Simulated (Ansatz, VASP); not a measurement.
# ZnO: VASP beside Ansatz

```xyz
8
Lattice="3.2718 0.0000 0.0000 -1.6359 2.8335 0.0000 0.0000 0.0000 10.6300" Properties=species:S:1:pos:R:3 pbc="T T T"
Zn    1.6359    0.9445    8.9728
Zn    0.0000    1.8890    3.6578
Zn    0.0000    0.0000    6.3175
Zn    0.0000    0.0000    1.0025
O     1.6359    0.9445    6.9724
O     0.0000    1.8890    1.6574
O     0.0000    0.0000    4.3123
O     0.0000    0.0000    9.6273
```

Alike in both runs: functional PBE; k mesh 12 × 12 × 4; occupations gaussian, width 0.02 eV; no spin polarisation.

Ansatz relaxed the structure, and its values are those at the end. VASP's run is a single point on that final structure, the one shown.

```csv
,VASP,Ansatz
version,VASP 6.6.1,Ansatz 0.2.0
potentials or method,"VASP PAW PBE potentials, release 64 (Zn, O), cutoff 520 eV","scalar-relativistic, plane waves, PAW"
valence electrons in the cell,72,72
```

```tsv
	VASP	Ansatz	Ansatz less VASP
gap on the k mesh at the Fermi level (eV)	0.67	0.69	+0.016
least direct gap on the mesh (eV)	0.67	0.69	+0.016
pressure (GPa)	0.9	0.0	-0.86
```
